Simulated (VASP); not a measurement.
## ScGa3Te: relaxation of cell and atoms with PBE

The system is ScGa3Te.

```
CELL_PARAMETERS angstrom
4.72106 0.00000 0.00000
0.00000 4.72106 0.00000
0.00000 0.00000 4.72106
ATOMIC_POSITIONS crystal
Sc 0.50000 0.50000 0.50000
Ga 0.00000 0.50000 0.50000
Ga 0.50000 0.00000 0.50000
Ga 0.50000 0.50000 0.00000
Te 0.00000 0.00000 0.00000
```

* Program: VASP 6.6.1
* Task: relaxation of cell and atoms
* Functional: PBE
* Potentials or basis: VASP PAW PBE potentials, release 64 (Sc_sv, Ga_d, Te)
* Cutoff: 600 eV
* k mesh: 4 × 4 × 4
* Occupations: gaussian, width 0.1 eV
* Spin: no spin polarisation
* Dipole correction: no
* Further INCAR settings: ALGO = Normal; EDIFF = 1e-07; IBRION = 2; EDIFFG = -0.04; NSW = 90; ISIF = 3

The relaxed volume is 30.27 Å³/atom. The relaxed cell is a = 5.329 Å, b = 5.329 Å, c = 5.329 Å, α = 90.00°, β = 90.00°, γ = 90.00°, the space group after relaxing (to 0.05 Å) is Pm-3m (No. 221) and the energy gained by relaxing is 422.6 meV/atom. The ionic steps are 2, the pressure after relaxing is -0.1 GPa and the band gap on the k mesh is zero (band 28 reaches 3.66 eV, above the bottom of band 29 at 2.60 eV).

Step by step:
| step | energy change (eV) | largest force (eV/Å) | pressure (GPa) | volume (Å³) |
| --- | --- | --- | --- | --- |
| 1 | 0.0000 | 0.0000 | 20.33 | 105.23 |
| 2 | -2.1132 | 0.0000 | -0.06 | 151.37 |

Final structure:
```
Sc Ga Te
1.0
     5.32940    0.00000    0.00000
     0.00000    5.32940    0.00000
     0.00000    0.00000    5.32940
Sc Ga Te
1 3 1
Direct
  0.50000 0.50000 0.50000
  0.00000 0.50000 0.50000
  0.50000 0.00000 0.50000
  0.50000 0.50000 0.00000
  0.00000 0.00000 0.00000
```

Levels at points of the mesh, in eV from the Fermi level:
| k point | band 25 | band 26 | band 27 | band 28 | band 29 | band 30 | band 31 | band 32 |
| --- | --- | --- | --- | --- | --- | --- | --- | --- |
| (0.00, 0.00, 0.00) | -2.25 | -2.25 | 0.80 | 0.80 | 0.80 | 1.44 | 1.44 | 1.44 |
| (0.50, 0.00, 0.00) | -1.74 | -0.79 | -0.68 | -0.26 | -0.26 | 1.04 | 1.04 | 1.41 |
| (0.50, 0.50, 0.00) | -1.21 | -1.20 | -1.20 | -1.02 | -0.18 | 0.09 | 0.09 | 0.72 |
| (0.50, 0.50, 0.50) | -3.00 | -3.00 | -2.78 | -0.16 | -0.16 | 1.12 | 1.12 | 1.12 |

It took 2.5 min on 1 thread of Intel(R) Xeon(R) Platinum 8488C (Sapphire Rapids), with other jobs on the host, peak memory 0.26 GiB.

Caveat: the volume moved by over 15 % at a fixed basis, so the end points are rough; spin-orbit coupling is left out, which moves the levels of the heavy elements.
